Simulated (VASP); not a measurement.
A run of VASP 6.6.1 is set up as follows.

INCAR

```
SYSTEM = Ni
  PREC = Accurate
  ENCUT = 600
  EDIFF = 1E-6
  ISMEAR = 0
  SIGMA = 0.1
  LREAL = .False.
  LASPH = .True.
  NELM = 200
  ALGO = Normal
  ISIF = 2
  LWAVE = .False.
  LCHARG = .False.
  ISPIN = 2
  MAGMOM = 0.7 0.7 0.7 0.7 0.7
  LORBIT = 11
  LMAXMIX = 4
  GGA = CA
  NBANDS = 37
  ISYM = 0
  GGA_COMPAT = .False.
  KPAR = 4
```

The input KPOINTS:

```
Automatic mesh
0
Gamma
  10 4 21
  0 0 0
```

POSCAR

```
Ni
1.0
    3.4728896339     -0.0000000009      0.0004414912
   -1.7364448193      9.0228320158     -0.0001845407
   -1.7362357248      0.0000066003      1.6417014071
Ni
5
Direct
    0.4000000000      0.8000000000      0.0000000000
    0.2000000000      0.4000000000      0.0000000000
    0.8000000000      0.6000000000      0.0000000000
    0.0000000000      0.0000000000      0.0000000000
    0.6000000000      0.2000000000      0.0000000000
```

Potentials or basis: VASP PAW LDA potentials, release 64 (Ni).

Command:

```console
$ cat potpaw_LDA.64/Ni/POTCAR > POTCAR
$ mpirun -np 4 vasp_std > vasp.out
```

What does it give for the net moment?

2.91 μB per cell.

Predict the pressure.

-5.8 GPa.

Stress tensor (GPa, compression positive):
```
 -5.11   0.03  -0.03
  0.03 -11.91  -0.01
 -0.03  -0.01  -0.42
```

Caveat: the stress differs along the axes, from -12 to -0 GPa.
